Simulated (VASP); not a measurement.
Runs of VASP 6.6.1 on Be. The structure is orthorhombic, space group Cmce (No. 64). The conventional cell has a = 4.213 Å, b = 2.784 Å, c = 5.679 Å, α = 90.00°, β = 90.00°, γ = 90.00°. Within 2.1 Å of Be (site symmetry m) lie 3 Be at 1.57 to 2.05 Å. 

```csv
level,spin,k mesh,smearing,gap on the mesh (eV),pressure (GPa),largest force (eV/Å)
revPBE,off,8 × 8 × 3,fermi-dirac 0.1 eV,none,25.6,6.83
PBE,"collinear, zero start",10 × 10 × 4,tetrahedron,none,23.9,(b)
PBE,off,8 × 8 × 3,fermi-dirac 0.1 eV,none,(a),6.76
PBE,off,12 × 12 × 4,fermi-dirac 0.005 eV,none,23.5,6.82
```

Alike in all rows: task single point; potentials or basis VASP PAW PBE potentials, release 64 (Be); cell as given; cutoff (eV) 520.

Problem. Fill in the values left out.

Solution. (a) 23.3; (b) 6.74.

Caveats: some runs use coarse meshes; forces of over 1 eV/Å act on the atoms, so gaps and moduli don't describe the material at rest (some runs); the PAW data sets were made with another functional, which shifts forces and pressure a little (some runs).

A gap of «none» marks levels without a gap at the run's occupations.
